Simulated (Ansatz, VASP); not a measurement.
Two plane-wave programs on TiSi

```xyz
2
Lattice="3.7320 0.0000 0.0000 0.0000 1.7738 2.1343 0.0000 -1.7738 2.1343" Properties=species:S:1:pos:R:3 pbc="T T T"
Ti    0.0000    0.0000    0.2166
Si    1.8660    0.0000    2.3510
```

Alike in both runs: task single point; functional PBEsol; k mesh 18 × 24 × 24; occupations gaussian, width 0.15 eV; no spin polarisation.

```csv
,VASP,Ansatz
version,VASP 6.6.1,Ansatz 0.2.0
potentials or method,"VASP PAW PBE potentials, release 64 (Ti_sv, Si), cutoff 520 eV","scalar-relativistic, plane waves, PAW"
valence electrons in the cell,16,16
```

Ansatz gave:

```
gap on the k mesh at the Fermi level (eV)                     : none
pressure (GPa)                                                : 1.4
traceless stress, the component that is largest in VASP (GPa) : -3.27
```

**Question.** What did VASP give for the same quantities?

**Answer.** gap on the k mesh at the Fermi level (eV): none; pressure (GPa): 1.4; traceless stress, the component that is largest in VASP (GPa): -3.35.

VASP's potentials were made for PBE, not for PBEsol. A gap of «none» marks a metal or a gap that the smearing closes. With one functional, cell and mesh, what is left measures potentials, basis and numerics.
